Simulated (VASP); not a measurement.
# Rh (Fm-3m) in VASP: further runs

The runs below take Rh through single point, relaxation of cell and atoms, with LDA.

Program: VASP 6.6.1. These are calculated values, not measurements. Logs are shortened: lines on timing, memory, paths and dates and some standing lists are left out, and cuts for length are marked.

## Step 1: The cell of the first run

Symmetry: Fm-3m, No. 225, cubic system. The conventional cell has a = 3.758 Å, b = 3.758 Å, c = 3.758 Å, α = 90.00°, β = 90.00°, γ = 90.00°. Within 3.5 Å of Rh (site symmetry m-3m) lie 12 Rh at 2.66 Å.

## Step 2: Single point, LDA

The input, INCAR:

```
SYSTEM = Rh
  ALGO = Normal
  EDIFF = 1E-6
  ENCUT = 500
  GGA_COMPAT = .False.
  ISIF = 2
  ISMEAR = -1
  LASPH = .True.
  LCHARG = .False.
  LREAL = .False.
  LWAVE = .False.
  NBANDS = 14
  NELM = 120
  PREC = Accurate
  SIGMA = 0.15
```

The input, KPOINTS:

```
k-points
0
Gamma
  16 16 16
  0 0 0
```

The input, POSCAR:

```
Rh
1.0
    0.0000000000      1.8789314053      1.8789314053
    1.8789314053      0.0000000000      1.8789314053
    1.8789314053      1.8789314053      0.0000000000
Rh
1
Direct
    0.0000000000      0.0000000000      0.0000000000
```

Potentials or basis: VASP PAW LDA potentials, release 64 (Rh_pv).

The run is started by

```console
> cat potpaw_LDA.64/Rh_pv/POTCAR > POTCAR
> mpirun -np 1 vasp_std > vasp.out
```

OUTCAR:

```text
SYSTEM = Rh
   EDIFF = 1E-6
   ENCUT = 500
   ISIF = 2
   ISMEAR = -1
   LASPH = .True.
   LREAL = .False.
   NELM = 120
   PREC = Accurate

 ion  position               nearest neighbor table
   1  0.000  0.000  0.000-

  LATTYP: Found a face centered cubic cell.
 ALAT       =     3.7578628106

  Lattice vectors:

 A1 = (   0.0000000000,   1.8789314053,   1.8789314053)
 A2 = (   1.8789314053,   0.0000000000,   1.8789314053)
 A3 = (   1.8789314053,   1.8789314053,   0.0000000000)

Analysis of symmetry for initial positions (statically):
=====================================================================
 Subroutine PRICEL returns:
 Original cell was already a primitive cell.

 Routine SETGRP: Setting up the symmetry group for a
 face centered cubic supercell.

 Subroutine GETGRP returns: Found 48 space group operations
 (whereof 48 operations were pure point group operations)
 out of a pool of 48 trial point group operations.

The static configuration has the point symmetry O_h .

Analysis of symmetry for dynamics (positions and initial velocities):
=====================================================================
 Subroutine PRICEL returns:
 Original cell was already a primitive cell.

 Routine SETGRP: Setting up the symmetry group for a
 face centered cubic supercell.

 Subroutine GETGRP returns: Found 48 space group operations
 (whereof 48 operations were pure point group operations)
 out of a pool of 48 trial point group operations.

The dynamic configuration has the point symmetry O_h .

 Subroutine INISYM returns: Found 48 space group operations
 (whereof 48 operations are pure point group operations),
 and found     1 'primitive' translations

----------------------------------------------------------------------------------------

                                     Primitive cell

  volume of cell :      13.2667

  direct lattice vectors                    reciprocal lattice vectors
     0.000000000  1.878931405  1.878931405    -0.266108703  0.266108703  0.266108703
     1.878931405  0.000000000  1.878931405     0.266108703 -0.266108703  0.266108703
     1.878931405  1.878931405  0.000000000     0.266108703  0.266108703 -0.266108703

  length of vectors
     2.657210276  2.657210276  2.657210276     0.460913795  0.460913795  0.460913795

  position of ions in fractional coordinates (direct lattice)
     0.000000000  0.000000000  0.000000000

  ion indices of the primitive-cell ions
   primitive index   ion index
                 1           1

[... 74 lines left out ...]
   NSW    =      0    number of steps for IOM
   IBRION =     -1    ionic relax: 0-MD 1-quasi-New 2-CG
   NFREE  =      0    steps in history (QN), initial steepest desc. (CG)
   ISIF   =      2    stress and relaxation
   ISYM   =      2    0-nonsym 1-usesym 2-fastsym
   POTIM  = 0.5000    time-step for ionic-motion
   TEBEG  =    0.0;   TEEND  =   0.0 temperature during run
   PSTRESS=    0.0 pullay stress
   NELECT =      15.0000    total number of electrons
   NUPDOWN=      -1.0000    fix difference up-down
   EMIN   =  10.00;   EMAX   =-10.00  energy-range for DOS
   EFERMI =   0.00;   METHOD = LEGACY
   ISMEAR =    -1;   SIGMA  =   0.15  broadening in eV -4-tet -1-fermi 0-gaus
   EFERMI_NEDOS =   21; number of points for ismear=-14 and -15
   IALGO  =     38    algorithm
   IMIX   =      4    mixing-type and parameters
     AMIX     =   0.40;   BMIX     =  1.00
     AMIX_MAG =   1.60;   BMIX_MAG =  1.00
  volume/ion in A,a.u.               =      13.27        89.53
  Fermi-wavevector in a.u.,A,eV,Ry     =   1.705497  3.222922 39.575545  2.908720
  Thomas-Fermi vector in A             =   2.784706
   LORBIT       =      0    0 simple, 1 ext, 2 COOP (PROOUT), +10 PAW based schemes
   GGA     = CA    functional components
   LHFCALC =     F    Hartree Fock is set to
   AEXX    =    0.0000 exact exchange contribution
   IVDW    =     0    specifies the selected vdW correction
   LEPSILON=     F    determine dielectric tensor
   LRPA    =     F    only Hartree local field effects (RPA)
 non-spin polarized calculation
  energy-cutoff  :      500.00
  volume of cell :       13.27
 maximum number of plane-waves:       346
   NGX =  9   NGY =  9   NGZ =  9

 number of electron      15.0000003 magnetization

 Free energy of the ion-electron system (eV)
  ---------------------------------------------------
  ext. energy  EPLUGINS =         0.00000000
  ---------------------------------------------------
  free energy    TOTEN  =        -8.73121586 eV

  energy without entropy =       -8.63608068  energy(sigma->0) =       -8.68364827

 E-fermi :  12.3728     XC(G=0): -14.5794

 val. band max:       12.3645601367   @ k =   0.4375   0.1250   0.0625
 cond. band min:      12.3739386625   @ k =  -0.3750   0.2500   0.0000
 fundamental gap:      0.0093785258
 Fermi energy:        12.3728248223

 k-point     1 :       0.0000    0.0000    0.0000
  band No.  band energies     occupation
      1     -33.8338      2.00000
      2     -33.8338      2.00000
      3     -33.8338      2.00000
      4       4.0884      2.00000
      5       9.1035      2.00000
      6       9.1035      2.00000
      7       9.1035      2.00000
      8      11.3505      1.99781
      9      11.3505      1.99781
     10      28.2970      0.00000
     11      32.6477      0.00000
     12      33.9062      0.00000
     13      33.9062      0.00000
     14      33.9062      0.00000
[... 377 lines left out ...]
      1     -33.9140      2.00000
      2     -33.8579      2.00000
      3     -33.8399      2.00000
      4       4.5158      2.00000
      5       8.8899      2.00000
      6       9.2578      2.00000
      7       9.3092      2.00000
      8      11.1479      1.99943
      9      11.3759      1.99741
     10      28.9287      0.00000
     11      32.2385      0.00000
     12      32.6519      0.00000
     13      34.0038      0.00000
     14      34.8044      0.00000

 [... further k-points ...]
[... 5 lines left out ...]
  --------------------------------------------------------------------------------------
  -------------------------------------------------------------------------------------
  Total        0.0716154      0.0716154      0.0716154      0.0000000     -0.0000000     -0.0000000
  in kB        8.6487685      8.6487685      8.6487685      0.0000000     -0.0000000     -0.0000000
  external PRESSURE =       8.6487685 kB  Pullay stress =       0.0000000 kB

 VOLUME and BASIS-vectors are now :
 -----------------------------------------------------------------------------
  energy-cutoff  :      500.00
  volume of cell :       13.27
      direct lattice vectors                 reciprocal lattice vectors
     0.000000000  1.878931405  1.878931405    -0.266108703  0.266108703  0.266108703
     1.878931405  0.000000000  1.878931405     0.266108703 -0.266108703  0.266108703
     1.878931405  1.878931405  0.000000000     0.266108703  0.266108703 -0.266108703

 POSITION                                       TOTAL-FORCE (eV/Angst)
 -----------------------------------------------------------------------------------
      0.00000      0.00000      0.00000         0.000000      0.000000      0.000000
 -----------------------------------------------------------------------------------
    total drift:                                0.000000     -0.000000     -0.000000

  FREE ENERGIE OF THE ION-ELECTRON SYSTEM (eV)
  ---------------------------------------------------
  free  energy   TOTEN  =        -8.7312158620 eV

  energy  without entropy=       -8.6360806826  energy(sigma->0) =       -8.68364827
```

It took 8.2 s on 1 thread of Intel Xeon 6975P-C (Granite Rapids), shared host; peak memory 0.13 GiB.

Results:

- Free energy: -8.7312 eV
- Pressure: 0.9 GPa
- Band gap on the k mesh: zero (an odd number of electrons rules out a gap without spin polarisation)

## Step 3: Relaxation of cell and atoms, LDA

The input, INCAR:

```
PREC = Accurate
ENCUT = 500
EDIFF = 1E-7
ISMEAR = 0
SIGMA = 0.1
LREAL = False
LASPH = True
NELM = 120
ALGO = Normal
ISIF = 3
LWAVE = False
LCHARG = False
IBRION = 2
NSW = 100
EDIFFG = -0.002
GGA_COMPAT = False
NELMIN = 4
```

The input, KPOINTS:

```
regular mesh
0
Gamma
  14 14 14
```

The input, POSCAR:

```
Rh
1.0
    0.0000000000      1.8789959223      1.8789959223
    1.8789959223      0.0000000000      1.8789959223
    1.8789959223      1.8789959223      0.0000000000
Rh
1
Direct
    0.0000000000      0.0000000000      0.0000000000
```

Potentials or basis: VASP PAW LDA potentials, release 64 (Rh_pv).

The run is started by

```console
> cat potpaw_LDA.64/Rh_pv/POTCAR > POTCAR
> mpirun -np 1 vasp_std > vasp.out
```

Run time: 10 s. Hardware: 1 thread of Intel Xeon 6975P-C (Granite Rapids), shared host; peak memory 0.13 GiB.

It converged, with:

* Free energy: -8.6864 eV
* Relaxed volume: 13.26 Å³/atom
* Relaxed cell: a = 2.657 Å, b = 2.657 Å, c = 2.657 Å, α = 60.00°, β = 60.00°, γ = 60.00°
* Space group after relaxing (to 0.1 Å): Fm-3m (No. 225)
* Energy gained by relaxing: 0.0 meV/atom
* Ionic steps: 3
* Pressure after relaxing: 0.0 GPa
* Band gap on the k mesh: zero (an odd number of electrons rules out a gap without spin polarisation)

Final structure:
```
Rh
1.0
     0.00000    1.87884    1.87884
     1.87884    0.00000    1.87884
     1.87884    1.87884    0.00000
Rh
1
Direct
  0.00000 0.00000 0.00000
```

Levels at points of the mesh, in eV from the Fermi level:
```
           k point  band 4  band 5  band 6  band 7  band 8  band 9  band 10  band 11
(0.00, 0.00, 0.00)   -8.27   -3.25   -3.25   -3.25   -1.01   -1.01    15.94    20.29
(0.50, 0.00, 0.00)   -6.45   -3.33   -3.33    0.65    0.65    0.68     9.00    15.47
(0.50, 0.50, 0.00)   -6.66   -6.29    0.64    1.09    1.09    3.28    12.74    13.44
```

## Step 4: Relaxation of cell and atoms, LDA

This run uses another cell than the first one, of 13.23 Å³/atom.

The input, INCAR:

```
PREC = Accurate
ENCUT = 500
EDIFF = 1E-7
ISMEAR = -1
SIGMA = 0.15
LREAL = False
LASPH = True
NELM = 120
ALGO = Normal
ISIF = 3
LWAVE = False
LCHARG = False
IBRION = 2
NSW = 80
EDIFFG = -0.001
GGA_COMPAT = False
NELMIN = 4
```

The input, KPOINTS:

```
Automatic mesh
0
Gamma
  16 16 16
```

The input, POSCAR:

```
Rh
1.0
    0.0000000000      1.8770953254      1.8770953254
    1.8770953254      0.0000000000      1.8770953254
    1.8770953254      1.8770953254      0.0000000000
Rh
1
Direct
    0.0000000000      0.0000000000      0.0000000000
```

Potentials or basis: VASP PAW LDA potentials, release 64 (Rh_pv).

The run is started by

```console
> cat potpaw_LDA.64/Rh_pv/POTCAR > POTCAR
> mpirun -np 1 vasp_std > vasp.out
```

OUTCAR:

```text
PREC = Accurate
   ENCUT = 500
   EDIFF = 1E-7
   ISMEAR = -1
   LREAL = False
   LASPH = True
   NELM = 120
   ISIF = 3
   IBRION = 2
   NSW = 80
   EDIFFG = -0.001
   NELMIN = 4

 ion  position               nearest neighbor table
   1  0.000  0.000  0.000-

  LATTYP: Found a face centered cubic cell.
 ALAT       =     3.7541906508

  Lattice vectors:

 A1 = (   0.0000000000,   1.8770953254,   1.8770953254)
 A2 = (   1.8770953254,   0.0000000000,   1.8770953254)
 A3 = (   1.8770953254,   1.8770953254,   0.0000000000)

Analysis of symmetry for initial positions (statically):
=====================================================================
 Subroutine PRICEL returns:
 Original cell was already a primitive cell.

 Routine SETGRP: Setting up the symmetry group for a
 face centered cubic supercell.

 Subroutine GETGRP returns: Found 48 space group operations
 (whereof 48 operations were pure point group operations)
 out of a pool of 48 trial point group operations.

The static configuration has the point symmetry O_h .

Analysis of symmetry for dynamics (positions and initial velocities):
=====================================================================
 Subroutine PRICEL returns:
 Original cell was already a primitive cell.

 Routine SETGRP: Setting up the symmetry group for a
 face centered cubic supercell.

 Subroutine GETGRP returns: Found 48 space group operations
 (whereof 48 operations were pure point group operations)
 out of a pool of 48 trial point group operations.

The dynamic configuration has the point symmetry O_h .

 Subroutine INISYM returns: Found 48 space group operations
 (whereof 48 operations are pure point group operations),
 and found     1 'primitive' translations

----------------------------------------------------------------------------------------
[... 121 lines left out ...]
   LRPA    =     F    only Hartree local field effects (RPA)
 conjugate gradient relaxation of ions
 non-spin polarized calculation
  energy-cutoff  :      500.00
  volume of cell :       13.23
 maximum number of plane-waves:       344
   NGX =  9   NGY =  9   NGZ =  9

--------------------------------------- Ionic step        1  -------------------------------------------

 number of electron      15.0000002 magnetization

 Free energy of the ion-electron system (eV)
  ---------------------------------------------------
  ext. energy  EPLUGINS =         0.00000000
  ---------------------------------------------------
  free energy    TOTEN  =        -8.73087386 eV

  energy without entropy =       -8.63621047  energy(sigma->0) =       -8.68354216

------------------------ aborting loop because EDIFF is reached ----------------------------------------

  FORCE on cell =-STRESS in cart. coord.  units (eV):
  Direction    XX          YY          ZZ          XY          YZ          ZX
  --------------------------------------------------------------------------------------
  -------------------------------------------------------------------------------------
  Total        0.1485266      0.1485266      0.1485266     -0.0000000      0.0000000      0.0000000
  in kB       17.9897764     17.9897764     17.9897764     -0.0000000      0.0000000      0.0000000
  external PRESSURE =      17.9897764 kB  Pullay stress =       0.0000000 kB
[... 57 lines left out ...]
--------------------------------------- Ionic step        3  -------------------------------------------

 number of electron      15.0000004 magnetization

 Free energy of the ion-electron system (eV)
  ---------------------------------------------------
  ext. energy  EPLUGINS =         0.00000000
  ---------------------------------------------------
  free energy    TOTEN  =        -8.73130317 eV

  energy without entropy =       -8.63570520  energy(sigma->0) =       -8.68350418

 E-fermi :  12.3178     XC(G=0): -14.5611

 val. band max:       12.3098206897   @ k =   0.4375   0.1250   0.0625
 cond. band min:      12.3190851424   @ k =  -0.3750   0.2500   0.0000
 fundamental gap:      0.0092644527
 Fermi energy:        12.3177858116

 k-point     1 :       0.0000    0.0000    0.0000
  band No.  band energies     occupation
      1     -33.8838      2.00000
      2     -33.8838      2.00000
      3     -33.8838      2.00000
      4       4.0548      2.00000
      5       9.0630      2.00000
      6       9.0630      2.00000
      7       9.0630      2.00000
      8      11.3000      1.99774
      9      11.3000      1.99774
     10      28.2456      0.00000
     11      32.6005      0.00000
[... 309 lines left out ...]
 k-point    24 :      -0.0625    0.0625    0.0000
  band No.  band energies     occupation
      1     -33.9632      2.00000
      2     -33.9077      2.00000
      3     -33.8899      2.00000
      4       4.4810      2.00000
      5       8.8505      2.00000
      6       9.2167      2.00000
      7       9.2679      2.00000
      8      11.0985      1.99941
      9      11.3254      1.99733
     10      28.8738      0.00000
     11      32.1714      0.00000

 [... further k-points ...]
[... 5 lines left out ...]
  --------------------------------------------------------------------------------------
  -------------------------------------------------------------------------------------
  Total       -0.0000711     -0.0000711     -0.0000711      0.0000000     -0.0000000     -0.0000000
  in kB       -0.0085644     -0.0085644     -0.0085644      0.0000000     -0.0000000     -0.0000000
  external PRESSURE =      -0.0085644 kB  Pullay stress =       0.0000000 kB
[... 16 lines left out ...]
  FREE ENERGIE OF THE ION-ELECTRON SYSTEM (eV)
  ---------------------------------------------------
  free  energy   TOTEN  =        -8.7313031672 eV

  energy  without entropy=       -8.6357052020  energy(sigma->0) =       -8.68350418

 reached required accuracy - stopping structural energy minimisation
```

CONTCAR:

```text
Rh
   1.00000000000000
    -0.0000000000000000    1.8807218397417620    1.8807218397417620
     1.8807218397417620    0.0000000000000000    1.8807218397417620
     1.8807218397417620    1.8807218397417620    0.0000000000000000
  Rh
     1
Direct
     0.0000000000000000    0.0000000000000000    0.0000000000000000

  0.00000000E+00  0.00000000E+00  0.00000000E+00
```

Run time: 16 s. Hardware: 1 thread of Intel Xeon 6975P-C (Granite Rapids), shared host; peak memory 0.13 GiB.

What came out:

```
Free energy                           : -8.7313 eV
Relaxed volume                        : 13.30 Å³/atom
Relaxed cell                          : a = 2.660 Å, b = 2.660 Å, c = 2.660 Å, α = 60.00°, β = 60.00°, γ = 60.00°
Space group after relaxing (to 0.1 Å) : Fm-3m (No. 225)
Energy gained by relaxing             : 0.4 meV/atom
Ionic steps                           : 3
Pressure after relaxing               : 0.0 GPa
Band gap on the k mesh                : zero (an odd number of electrons rules out a gap without spin polarisation)
```

Step by step:
```csv
step,energy change (eV),largest force (eV/Å),pressure (GPa),volume (Å³)
1,0.0000,0.0000,1.80,13.23
2,0.0027,0.0000,-4.66,13.51
3,-0.0004,0.0000,0.00,13.30
```

Final structure:
```cif
data_structure
_symmetry_space_group_name_H-M 'P 1'
_symmetry_Int_Tables_number 1
_cell_length_a 2.6597
_cell_length_b 2.6597
_cell_length_c 2.6597
_cell_angle_alpha 60.000
_cell_angle_beta 60.000
_cell_angle_gamma 60.000
_cell_volume 13.30
loop_
_atom_site_label
_atom_site_type_symbol
_atom_site_fract_x
_atom_site_fract_y
_atom_site_fract_z
_atom_site_occupancy
Rh1 Rh 0.00000 0.00000 0.00000 1
```

Levels at points of the mesh, in eV from the Fermi level:
```csv
k point,band 4,band 5,band 6,band 7,band 8,band 9,band 10,band 11
"(0.00, 0.00, 0.00)",-8.26,-3.25,-3.25,-3.25,-1.02,-1.02,15.93,20.28
"(0.50, 0.00, 0.00)",-6.44,-3.33,-3.33,0.63,0.63,0.67,8.95,15.46
"(0.50, 0.50, 0.00)",-6.65,-6.28,0.62,1.07,1.07,3.26,12.68,13.41
```

## Step 5: Summary

| task | cell | k mesh | smearing | gap on the mesh (eV) | pressure (GPa) | relaxed volume (Å³/atom) |
| --- | --- | --- | --- | --- | --- | --- |
| single point | a = 2.657 Å, angles 60.0°, 1 atom | 16 × 16 × 16 | fermi-dirac 0.15 eV | none | 0.9 | - |
| relaxation of cell and atoms | relaxed from a = 2.657 Å, angles 60.0°, 1 atom | 14 × 14 × 14 | gaussian 0.1 eV | none | 0.0 | 13.26 |
| relaxation of cell and atoms | relaxed from a = 2.655 Å, angles 60.0°, 1 atom | 16 × 16 × 16 | fermi-dirac 0.15 eV | none | 0.0 | 13.30 |

Alike in all rows: level LDA; potentials or basis VASP PAW LDA potentials, release 64 (Rh_pv); no spin polarisation; cutoff (eV) 500.

Absolute energies hang on the potentials; compare differences alone.
